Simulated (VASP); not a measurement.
# MgS (Fmmm) in VASP: further runs

Runs on MgS. Level: LDA. Tasks: single point.

All numbers are computed with VASP 6.6.1; they aren't measurements. Logs are shortened: lines on timing, memory, paths and dates and some standing lists are left out, and cuts for length are marked.

## (1) The cell of the first run

It takes space group Fmmm (No. 69, orthorhombic). Conventional cell: a = 4.423 Å, b = 5.203 Å, c = 5.984 Å, α = 90.00°, β = 90.00°, γ = 90.00°. Within 2.9 Å of Mg (site symmetry mmm) lie 4 S at 2.21 to 2.60 Å. Within 2.9 Å of S (site symmetry mmm) lie 4 Mg at 2.21 to 2.60 Å.

## (2) Single point, LDA (strain -0.1500 x Voigt [1, -1, 0, 0, 0, 0])

The input, INCAR:

```
SYSTEM = MgS
PREC = Accurate
ENCUT = 520
EDIFF = 1E-6
ISMEAR = 0
SIGMA = 0.05
LREAL = .False.
LASPH = .True.
NELM = 80
ALGO = Normal
ISIF = 2
LWAVE = .False.
LCHARG = .True.
GGA = CA
LELF = .True.
LVHAR = .True.
NBANDS = 11
```

The input, KPOINTS:

```
Automatic mesh
0
Gamma
  8 8 8
  0 0 0
```

The input, POSCAR:

```
MgS
1.0
    0.0000000000      2.9918975000      2.6016500000
    2.2114025000      0.0000000000      2.6016500000
    2.2114025000      2.9918975000      0.0000000000
Mg S
1 1
Direct
    0.0000000000      0.0000000000      0.0000000000
    0.5000000000      0.5000000000      0.5000000000
```

Potentials or basis: VASP PAW LDA potentials, release 64 (Mg, S).

The run is started by

```console
> cat potpaw_LDA.64/Mg/POTCAR potpaw_LDA.64/S/POTCAR > POTCAR
> mpirun -np 1 vasp_std > vasp.out
```

OUTCAR:

```text
SYSTEM = MgS
   PREC = Accurate
   ENCUT = 520
   EDIFF = 1E-6
   ISMEAR = 0
   LREAL = .False.
   LASPH = .True.
   NELM = 80
   ISIF = 2
   GGA = CA

 ion  position               nearest neighbor table
   1  0.000  0.000  0.000-   2 2.21   2 2.21   2 2.60   2 2.60   2 2.99   2 2.99
   2  0.500  0.500  0.500-   1 2.21   1 2.21   1 2.60   1 2.60   1 2.99   1 2.99

  LATTYP: Found a face centered orthorhombic cell.
 ALAT       =     4.4228050000
 B/A-ratio  =     1.1764705882
 C/A-ratio  =     1.3529411765

  Lattice vectors:

 A1 = (   0.0000000000,   2.9918975000,  -2.6016500000)
 A2 = (   2.2114025000,   2.9918975000,   0.0000000000)
 A3 = (   2.2114025000,   0.0000000000,  -2.6016500000)

Analysis of symmetry for initial positions (statically):
=====================================================================
 Subroutine PRICEL returns:
 Original cell was already a primitive cell.

 Routine SETGRP: Setting up the symmetry group for a
 face centered orthorhombic supercell.

 Subroutine GETGRP returns: Found  8 space group operations
 (whereof  8 operations were pure point group operations)
 out of a pool of  8 trial point group operations.

The static configuration has the point symmetry D_2h.

Analysis of symmetry for dynamics (positions and initial velocities):
=====================================================================
 Subroutine PRICEL returns:
 Original cell was already a primitive cell.

 Routine SETGRP: Setting up the symmetry group for a
 face centered orthorhombic supercell.

 Subroutine GETGRP returns: Found  8 space group operations
 (whereof  8 operations were pure point group operations)
 out of a pool of  8 trial point group operations.

The dynamic configuration has the point symmetry D_2h.

 Subroutine INISYM returns: Found  8 space group operations
 (whereof  8 operations are pure point group operations),
 and found     1 'primitive' translations

----------------------------------------------------------------------------------------

                                     Primitive cell

  volume of cell :      34.4265

  direct lattice vectors                    reciprocal lattice vectors
     0.000000000  2.991897500  2.601650000    -0.226100857  0.167118025  0.192185728
     2.211402500  0.000000000  2.601650000     0.226100857 -0.167118025  0.192185728
     2.211402500  2.991897500  0.000000000     0.226100857  0.167118025 -0.192185728

  length of vectors
     3.964849729  3.414510761  3.720450466     0.340566272  0.340566272  0.340566272

  position of ions in fractional coordinates (direct lattice)
     0.000000000  0.000000000  0.000000000
     0.500000000  0.500000000  0.500000000

  ion indices of the primitive-cell ions
   primitive index   ion index
                 1           1
                 2           2

----------------------------------------------------------------------------------------

 KPOINTS: Automatic mesh

Automatic generation of k-mesh.
 Grid dimensions read from file:
 generate k-points for:    8    8    8

 Generating k-lattice:

  Cartesian coordinates                     Fractional coordinates (reciprocal lattice)
    -0.028262607  0.020889753  0.024023216     0.125000000  0.000000000  0.000000000
     0.028262607 -0.020889753  0.024023216    -0.000000000  0.125000000 -0.000000000
     0.028262607  0.020889753 -0.024023216     0.000000000  0.000000000  0.125000000

  Length of vectors
     0.042570784  0.042570784  0.042570784

  Shift w.r.t. Gamma in fractional coordinates (k-lattice)
     0.000000000  0.000000000  0.000000000

 Subroutine IBZKPT returns following result:
 ===========================================

 Found     95 irreducible k-points:

 Following reciprocal coordinates:
            Coordinates               Weight
  0.000000  0.000000  0.000000      1.000000
  0.125000  0.000000 -0.000000      8.000000
  0.250000  0.000000 -0.000000      8.000000
  0.375000  0.000000  0.000000      8.000000
  0.500000  0.000000 -0.000000      4.000000
  0.125000  0.125000  0.000000      2.000000
[... 16 lines left out ...]
  0.250000  0.000000  0.125000      8.000000
  0.375000 -0.000000  0.125000      8.000000
 [... further k-points ...]
   k-points           NKPTS =     95   k-points in BZ     NKDIM =     95   number of bands    NBANDS=     11
   number of dos      NEDOS =    301   number of ions     NIONS =      2
   total plane-waves  NPLWV =  23520
   dimension x,y,z NGX =    30 NGY =   28 NGZ =   28
   dimension x,y,z NGXF=    60 NGYF=   56 NGZF=   56
   ions per type =               1   1
   NGX,Y,Z   is equivalent  to a cutoff of  12.58, 13.63, 12.51 a.u.
   NGXF,Y,Z  is equivalent  to a cutoff of  25.16, 27.27, 25.02 a.u.
 SYSTEM =  MgS
   PREC   = accura    normal or accurate (medium, high low for compatibility)
   ISTART =      0    job   : 0-new  1-cont  2-samecut
   ICHARG =      2    charge: 1-file 2-atom 10-const
   ISPIN  =      1    spin polarized calculation?
   LNONCOLLINEAR =      F non collinear calculations
   LSORBIT =      F    spin-orbit coupling
   LASPH  =      T    aspherical Exc in radial PAW
   ENCUT  =  520.0 eV  38.22 Ry    6.18 a.u.   7.37  6.35  6.92*2*pi/ulx,y,z
   NELM   =     80;   NELMIN=  2; NELMDL= -5     # of ELM steps
   EDIFF  = 0.1E-05   stopping-criterion for ELM
   LREAL  =      F    real-space projection
   EDIFFG = 0.1E-04   stopping-criterion for IOM
   NSW    =      0    number of steps for IOM
   IBRION =     -1    ionic relax: 0-MD 1-quasi-New 2-CG
   NFREE  =      0    steps in history (QN), initial steepest desc. (CG)
   ISIF   =      2    stress and relaxation
   ISYM   =      2    0-nonsym 1-usesym 2-fastsym
   POTIM  = 0.5000    time-step for ionic-motion
   TEBEG  =    0.0;   TEEND  =   0.0 temperature during run
   PSTRESS=    0.0 pullay stress
   NELECT =       8.0000    total number of electrons
   NUPDOWN=      -1.0000    fix difference up-down
   EMIN   =  10.00;   EMAX   =-10.00  energy-range for DOS
   EFERMI =   0.00;   METHOD = LEGACY
   ISMEAR =     0;   SIGMA  =   0.05  broadening in eV -4-tet -1-fermi 0-gaus
   EFERMI_NEDOS =   21; number of points for ismear=-14 and -15
   IALGO  =     38    algorithm
   IMIX   =      4    mixing-type and parameters
     AMIX     =   0.40;   BMIX     =  1.00
     AMIX_MAG =   1.60;   BMIX_MAG =  1.00
  volume/ion in A,a.u.               =      17.21       116.16
  Fermi-wavevector in a.u.,A,eV,Ry     =   1.006484  1.901980 13.782849  1.013011
  Thomas-Fermi vector in A             =   2.139230
   LORBIT       =      0    0 simple, 1 ext, 2 COOP (PROOUT), +10 PAW based schemes
   GGA     = CA    functional components
   LHFCALC =     F    Hartree Fock is set to
   AEXX    =    0.0000 exact exchange contribution
   IVDW    =     0    specifies the selected vdW correction
   LEPSILON=     F    determine dielectric tensor
   LRPA    =     F    only Hartree local field effects (RPA)
 non-spin polarized calculation
 Gauss-broadening in eV      SIGMA  =   0.05
  energy-cutoff  :      520.00
  volume of cell :       34.43
 maximum number of plane-waves:       942
 NGX is ok and might be reduce to    30
   NGX = 15   NGY = 13   NGZ = 13

 number of electron       8.0000001 magnetization

 Free energy of the ion-electron system (eV)
  ---------------------------------------------------
  ext. energy  EPLUGINS =         0.00000000
  ---------------------------------------------------
  free energy    TOTEN  =        -8.94379639 eV

  energy without entropy =       -8.94379639  energy(sigma->0) =       -8.94379639

 E-fermi :   4.2559     XC(G=0):  -9.9920

 val. band max:        3.9896536231   @ k =   0.0000   0.0000   0.0000
 cond. band min:       6.3905371382   @ k =   0.0000   0.5000   0.5000
 fundamental gap:      2.4008835151
 Fermi energy:         4.2559365861

 k-point     1 :       0.0000    0.0000    0.0000
  band No.  band energies     occupation
      1      -9.1966      2.00000
      2       2.9414      2.00000
      3       3.8173      2.00000
      4       3.9897      2.00000
      5       7.2626      0.00000
      6      10.4212      0.00000
      7      11.9280      0.00000
      8      12.2281      0.00000
      9      13.5760      0.00000
     10      14.1206      0.00000
     11      15.4301      0.00000

 k-point     2 :       0.1250    0.0000   -0.0000
  band No.  band energies     occupation
      1      -9.0333      2.00000
      2       2.2815      2.00000
      3       3.4695      2.00000
      4       3.6894      2.00000
      5       8.0273      0.00000
      6      10.7645      0.00000
      7      11.1894      0.00000
      8      12.5091      0.00000
      9      13.1761      0.00000
     10      14.3566      0.00000
     11      15.5623      0.00000

 k-point     3 :       0.2500    0.0000   -0.0000
  band No.  band energies     occupation
      1      -8.5896      2.00000
      2       0.6389      2.00000
      3       3.0911      2.00000
      4       3.4068      2.00000
      5       8.3500      0.00000
      6      10.2598      0.00000
      7      11.6127      0.00000
      8      13.2601      0.00000
      9      14.1430      0.00000
     10      14.2939      0.00000
     11      16.7381      0.00000

 k-point     4 :       0.3750    0.0000    0.0000
  band No.  band energies     occupation
      1      -8.0421      2.00000
      2      -0.8124      2.00000
      3       2.7248      2.00000
      4       3.3058      2.00000
      5       7.7901      0.00000
      6       9.8689      0.00000
      7      12.6832      0.00000
      8      13.4578      0.00000
      9      15.2563      0.00000
     10      16.6196      0.00000
     11      17.1071      0.00000
[... 239 lines left out ...]
 k-point    22 :       0.1250    0.0000    0.1250
  band No.  band energies     occupation
      1      -9.0614      2.00000
      2       2.7312      2.00000
      3       2.7794      2.00000
      4       3.8788      2.00000
      5       8.3854      0.00000
      6      10.0356      0.00000
      7      11.0581      0.00000
      8      12.5135      0.00000
      9      13.8665      0.00000
     10      14.8852      0.00000
     11      16.6196      0.00000

 k-point    23 :       0.2500    0.0000    0.1250
  band No.  band energies     occupation
      1      -8.7827      2.00000
      2       1.4948      2.00000
      3       2.5962      2.00000
      4       3.4729      2.00000
      5       9.1897      0.00000
      6      10.2334      0.00000
      7      10.5249      0.00000
      8      13.4592      0.00000
      9      13.5594      0.00000
     10      15.1099      0.00000
     11      17.8155      0.00000

 k-point    24 :       0.3750   -0.0000    0.1250
  band No.  band energies     occupation
      1      -8.2894      2.00000
      2       0.0610      2.00000
      3       2.1258      2.00000
      4       3.1978      2.00000
      5       9.0434      0.00000
      6       9.6694      0.00000
      7      12.2674      0.00000
      8      13.1947      0.00000
      9      15.1212      0.00000
     10      16.0828      0.00000
     11      17.6039      0.00000

 [... further k-points ...]
[... 5 lines left out ...]
  --------------------------------------------------------------------------------------
  -------------------------------------------------------------------------------------
  Total        8.0423635     -1.6653122      0.1591488      0.0000000      0.0000000      0.0000000
  in kB      374.2836941    -77.5019921      7.4066284      0.0000000      0.0000000      0.0000000
  external PRESSURE =     101.3961101 kB  Pullay stress =       0.0000000 kB

 VOLUME and BASIS-vectors are now :
 -----------------------------------------------------------------------------
  energy-cutoff  :      520.00
  volume of cell :       34.43
      direct lattice vectors                 reciprocal lattice vectors
     0.000000000  2.991897500  2.601650000    -0.226100857  0.167118025  0.192185728
     2.211402500  0.000000000  2.601650000     0.226100857 -0.167118025  0.192185728
     2.211402500  2.991897500  0.000000000     0.226100857  0.167118025 -0.192185728

 POSITION                                       TOTAL-FORCE (eV/Angst)
 -----------------------------------------------------------------------------------
      0.00000      0.00000      0.00000         0.000000      0.000000      0.000000
      2.21140      2.99190      2.60165         0.000000     -0.000000      0.000000
 -----------------------------------------------------------------------------------
    total drift:                               -0.000000     -0.000000      0.000000

  FREE ENERGIE OF THE ION-ELECTRON SYSTEM (eV)
  ---------------------------------------------------
  free  energy   TOTEN  =        -8.9437963922 eV

  energy  without entropy=       -8.9437963922  energy(sigma->0) =       -8.94379639
```

It took 36 s on 1 thread of Intel Xeon Platinum 8375C at 2.90GHz (Ice Lake), shared host; peak memory 0.16 GiB.

Results:

```yaml
Free_energy: -8.9438 eV
Pressure: 10.1 GPa
Band_gap_on_the_k_mesh: 2.40 eV, indirect (least direct gap 3.27 eV)
```

Levels at points of the mesh, in eV from the valence-band top:
| k point | band 2 | band 3 | band 4 | band 5 | band 6 | band 7 |
| --- | --- | --- | --- | --- | --- | --- |
| (0.00, 0.00, 0.00) | -1.05 | -0.17 | 0.00 | 3.27 | 6.43 | 7.94 |
| (0.50, 0.00, 0.00) | -5.40 | -1.40 | -0.71 | 3.54 | 5.72 | 9.04 |
| (0.50, 0.50, 0.00) | -4.80 | -3.04 | -0.71 | 2.80 | 4.49 | 9.72 |
| (0.50, 0.00, 0.50) | -4.75 | -1.97 | -0.67 | 3.83 | 4.59 | 10.17 |
| (0.00, 0.50, 0.50) | -4.31 | -3.35 | -2.09 | 2.40 | 3.47 | 10.80 |

Caveat: the cell differs from its parent crystal (strain -0.1500 x Voigt [1, -1, 0, 0, 0, 0]). A k mesh can miss the band edges.

## (3) Single point, LDA (strain +0.1125 x Voigt [1, -1, 0, 0, 0, 0])

The input, INCAR:

```
SYSTEM = MgS
PREC = Accurate
ENCUT = 520
EDIFF = 1E-6
ISMEAR = 0
SIGMA = 0.05
LREAL = .FALSE.
LASPH = .TRUE.
NELM = 80
ALGO = Normal
ISIF = 2
LWAVE = .FALSE.
LCHARG = .FALSE.
NBANDS = 11
```

The input, KPOINTS:

```
regular mesh
0
G
  8 8 8
  0 0 0
```

The input, POSCAR:

```
MgS
1.0
    0.0000000000      2.3089643750      2.6016500000
    2.8943356250      0.0000000000      2.6016500000
    2.8943356250      2.3089643750      0.0000000000
Mg S
1 1
Direct
    0.0000000000      0.0000000000      0.0000000000
    0.5000000000      0.5000000000      0.5000000000
```

Potentials or basis: VASP PAW LDA potentials, release 64 (Mg, S).

The run is started by

```console
> cat potpaw_LDA.64/Mg/POTCAR potpaw_LDA.64/S/POTCAR > POTCAR
> mpirun -np 1 vasp_std > vasp.out
```

It took 32 s on 1 thread of Intel Xeon Platinum 8375C at 2.90GHz (Ice Lake), shared host; peak memory 0.16 GiB.

The run converged. Its results:

```yaml
Free_energy: -9.2639 eV
Pressure: 3.6 GPa
Band_gap_on_the_k_mesh: 2.25 eV, indirect (least direct gap 3.34 eV)
```

Stress tensor (GPa, compression positive):
```
-8.08  0.00  0.00
 0.00 20.01  0.00
 0.00  0.00 -1.23
```

Levels at points of the mesh, in eV from the valence-band top:
| k point | band 1 | band 2 | band 3 | band 4 | band 5 | band 6 | band 7 | band 8 |
| --- | --- | --- | --- | --- | --- | --- | --- | --- |
| (0.00, 0.00, 0.00) | -13.01 | -0.81 | -0.05 | 0.00 | 3.34 | 6.70 | 7.84 | 8.68 |
| (0.50, 0.00, 0.00) | -11.62 | -5.24 | -1.18 | -0.65 | 3.79 | 5.91 | 8.23 | 9.84 |
| (0.50, 0.50, 0.00) | -11.22 | -4.61 | -2.78 | -0.93 | 2.63 | 4.32 | 10.33 | 11.40 |
| (0.50, 0.00, 0.50) | -10.91 | -4.32 | -2.93 | -1.98 | 2.25 | 3.66 | 11.16 | 12.58 |
| (0.00, 0.50, 0.50) | -11.74 | -4.62 | -1.92 | -0.94 | 3.38 | 4.48 | 10.50 | 12.14 |

Caveat: the cell differs from its parent crystal (strain +0.1125 x Voigt [1, -1, 0, 0, 0, 0]).

## (4) Single point, LDA (strain -0.0750 x Voigt [1, -1, 0, 0, 0, 0])

The input, INCAR:

```
SYSTEM = MgS
ALGO = Normal ; EDIFF = 1E-6
ENCUT = 520 ; ISIF = 2
ISMEAR = 0 ; LASPH = .True.
LCHARG = .False. ; LREAL = .False.
LWAVE = .False. ; NBANDS = 11
NELM = 100 ; PREC = Accurate
SIGMA = 0.05
```

The input, KPOINTS:

```
k-points
0
Gamma
  8 8 8
  0 0 0
```

The input, POSCAR:

```
MgS
1.0
    0.0000000000      2.7967737500      2.6016500000
    2.4065262500      0.0000000000      2.6016500000
    2.4065262500      2.7967737500      0.0000000000
Mg S
1 1
Direct
    0.0000000000      0.0000000000      0.0000000000
    0.5000000000      0.5000000000      0.5000000000
```

The run is started by

```console
> cat potpaw_LDA.64/Mg/POTCAR potpaw_LDA.64/S/POTCAR > POTCAR
> mpirun -np 1 vasp_std > vasp.out
```

Wall time 31 s (1 thread of Intel Xeon Platinum 8375C at 2.90GHz (Ice Lake), shared host); peak memory 0.16 GiB.

The run converged. Its results:

```
Free energy            : -9.4484 eV
Pressure               : -0.7 GPa
Band gap on the k mesh : 2.16 eV, indirect (least direct gap 3.30 eV)
```

Stress tensor (GPa, compression positive):
```
 8.38  0.00  0.00
 0.00 -7.78  0.00
 0.00  0.00 -2.68
```

Levels at points of the mesh, in eV from the valence-band top:
```
           k point  band 2  band 3  band 4  band 5  band 6  band 7
(0.00, 0.00, 0.00)   -0.61   -0.15    0.00    3.30    6.95    7.71
(0.50, 0.00, 0.00)   -5.19   -1.05   -0.68    3.96    6.04    7.50
(0.50, 0.50, 0.00)   -4.54   -2.54   -1.26    2.46    4.16   11.03
(0.50, 0.00, 0.50)   -4.57   -1.93   -1.27    2.93    4.32   10.81
(0.00, 0.50, 0.50)   -4.39   -2.60   -1.96    2.16    3.77   11.59
```

Caveat: the cell differs from its parent crystal (strain -0.0750 x Voigt [1, -1, 0, 0, 0, 0]). A k mesh can miss the band edges.

(Part 1 of 3 ends here.)
